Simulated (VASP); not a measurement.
Wanted: the native input for a VASP 6.6.1 run.

| Item | Value |
| --- | --- |
| Task | single point |
| Functional | r2SCAN |
| Potentials or basis | VASP PAW PBE potentials, release 64 (Al, As) |
| Cutoff | 550 eV |
| k mesh | 8 × 8 × 8 |
| Occupations | fermi-dirac, width 0.02 eV |
| Spin | no spin polarisation |
| Dipole correction | no |
| Further INCAR settings | ALGO = Normal; EDIFF = 1e-06; NBANDS = 11 |

Crystal: AlAs.

```
Al As
1.0
     0.00000    2.83822    2.83822
     2.83822    0.00000    2.83822
     2.83822    2.83822    0.00000
Al As
1 1
Cartesian
  0.0000 0.0000 0.0000
  1.4191 1.4191 1.4191
```

The input as run:

POSCAR

```
AlAs
1.0
    0.0000000000      2.8382236637      2.8382236637
    2.8382236637      0.0000000000      2.8382236637
    2.8382236637      2.8382236637      0.0000000000
Al As
1 1
Direct
    0.0000000000      0.0000000000      0.0000000000
    0.2500000000      0.2500000000      0.2500000000
```

INCAR.step1

```
PREC = Accurate
ENCUT = 550
ISMEAR = -1
SIGMA = 0.02
LREAL = False
LASPH = True
NELM = 120
NBANDS = 11
GGA = PE
ALGO = Normal
EDIFF = 1E-5
LWAVE = True
LCHARG = False
GGA_COMPAT = False
```

INCAR.step2

```
PREC = Accurate
ENCUT = 550
EDIFF = 1E-6
ISMEAR = -1
SIGMA = 0.02
LREAL = False
LASPH = True
NELM = 120
ALGO = Normal
ISIF = 2
LWAVE = False
LCHARG = True
METAGGA = R2SCAN
LMIXTAU = True
LELF = True
LVHAR = True
NBANDS = 11
ISTART = 1
GGA_COMPAT = False
```

KPOINTS

```
regular mesh
0
Gamma
  8 8 8
```

Potentials or basis: VASP PAW PBE potentials, release 64 (Al, As).

The run is started by

```bash
$ cat potpaw_PBE.64/Al/POTCAR potpaw_PBE.64/As/POTCAR > POTCAR
$ cp INCAR.step1 INCAR
$ mpirun -np 1 vasp_std > vasp.out
$ cp INCAR.step2 INCAR
$ mpirun -np 1 vasp_std > vasp.out
```

It gave:

* Pressure: 0.0 GPa
* Band gap on the k mesh: 1.80 eV, indirect (least direct gap 2.64 eV)

Caveat: the PAW data sets were made with another functional, which shifts forces and pressure a little.

It took 46 s on 1 thread of Intel(R) Xeon(R) Platinum 8488C (Sapphire Rapids) (shared host), peak memory 0.19 GiB.
